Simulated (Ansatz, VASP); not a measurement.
Ga4Ge: VASP beside Ansatz

INCAR

```
ALGO     = Normal         # electronic algorithm
EDIFF    = 1E-6           # SCF threshold, eV
ENCUT    = 520            # plane-wave cutoff, eV
GGA      = PE             # functional
ISIF     = 2              # what is computed and relaxed
ISMEAR   = -1             # smearing method
LASPH    = T              # aspherical terms in the spheres
LCHARG   = F              # write CHGCAR
LREAL    = F              # projectors in reciprocal space
LWAVE    = F              # write WAVECAR
NBANDS   = 41             # bands
NELM     = 80             # most SCF steps
PREC     = Accurate       # precision mode
SIGMA    = 0.1            # smearing width, eV
```

File KPOINTS:

```
k-points
0
Gamma
  4 4 4
```

File POSCAR:

```
Ga4Ge
1.0
   -3.1018810000      3.1018810000      3.1018810000
    3.1018810000     -3.1018810000      3.1018810000
    3.1018810000      3.1018810000     -3.1018810000
Ga Ge
4 1
Direct
    0.3496000000      0.3496000000      0.3496000000
    0.6504000000      0.0000000000      0.0000000000
    0.0000000000      0.0000000000      0.6504000000
    0.0000000000      0.6504000000      0.0000000000
    0.0000000000      0.0000000000      0.0000000000
```

Input for Ansatz:

```yaml
crystal:
  lattice:
    - [-3.101881, 3.101881, 3.101881]
    - [3.101881, -3.101881, 3.101881]
    - [3.101881, 3.101881, -3.101881]
  atoms:
    - { symbol: Ga, position: [0.3496, 0.3496, 0.3496] }
    - { symbol: Ga, position: [0.6504, 0.0, 0.0] }
    - { symbol: Ga, position: [0.0, 0.0, 0.6504] }
    - { symbol: Ga, position: [0.0, 0.6504, 0.0] }
    - { symbol: Ge, position: [0.0, 0.0, 0.0] }
  symmetry: { tolerance: 0.0003 }
kpoints:
  mp_grid: { grid: [4, 4, 4], shift: [0, 0, 0] }
magnetization:
  spin_polarized: false
scf:
  occupations: { method: fermi_dirac }
hamiltonian:
  pseudopotentials: { kind: paw }
  xc: pbe
basis:
  ecutwfc: 500
output:
  forces: true
  stress: true
  eigenvalues: true
  write_density: true
  write_potential: true
  elf: true
  volumetric_format: npy
```

Alike in both runs: task single point; functional PBE; k mesh 4 × 4 × 4; no spin polarisation.

|  | VASP | Ansatz |
| --- | --- | --- |
| version | VASP 6.6.1 | Ansatz 0.2.0 |
| potentials or method | VASP PAW PBE potentials, release 64 (Ga_d, Ge_d), cutoff 520 eV | PAW plane waves |
| occupations | fermi-dirac, width 0.1 eV | fermi-dirac |
| valence electrons in the cell | 66 | 66 |

|  | VASP | Ansatz | Ansatz less VASP |
| --- | --- | --- | --- |
| gap on the k mesh at the Fermi level (eV) | none | none | - |
| rms of the force components (eV/Å) | 7.533 | 7.081 | -0.4518 |

Atom by atom the forces differ by 0.452 eV/Å (rms over components). A gap of «none» marks a metal or a gap that the smearing closes.
